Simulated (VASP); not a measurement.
Input of a VASP 6.6.1 run:

The input INCAR:

```
ALGO = Fast ; EDIFF = 1E-6
ENCUT = 520 ; GGA = PS
ISIF = 2 ; ISMEAR = 0
LASPH = T ; LCHARG = T
LELF = T ; LREAL = F
LVHAR = T ; LWAVE = F
NBANDS = 12 ; NELM = 60
PREC = Accurate ; SIGMA = 0.15
```

KPOINTS

```
k-points
0
Gamma
  24 24 24
```

File POSCAR:

```
Cu
1.0
   -1.4427933200      1.4427933200      1.3967226717
    1.4427933200     -1.4427933200      1.3967226717
    1.4427933200      1.4427933200     -1.3967226717
Cu
1
Direct
    0.0000000000      0.0000000000      0.0000000000
```

Potentials or basis: VASP PAW PBE potentials, release 64 (Cu).

The run is started by

```sh
$ cat potpaw_PBE.64/Cu/POTCAR > POTCAR
$ mpirun -np 1 vasp_std > vasp.out
```

Estimate the pressure.

-3.0 GPa.

Stress tensor (GPa, compression positive):
```
-2.94  0.00  0.00
 0.00 -2.94  0.00
 0.00  0.00 -3.10
```

Caveat: the cell differs from its parent crystal (strain +0.000 along x and y, +0.015 along z); the PAW data sets were made with another functional, which shifts forces and pressure a little.
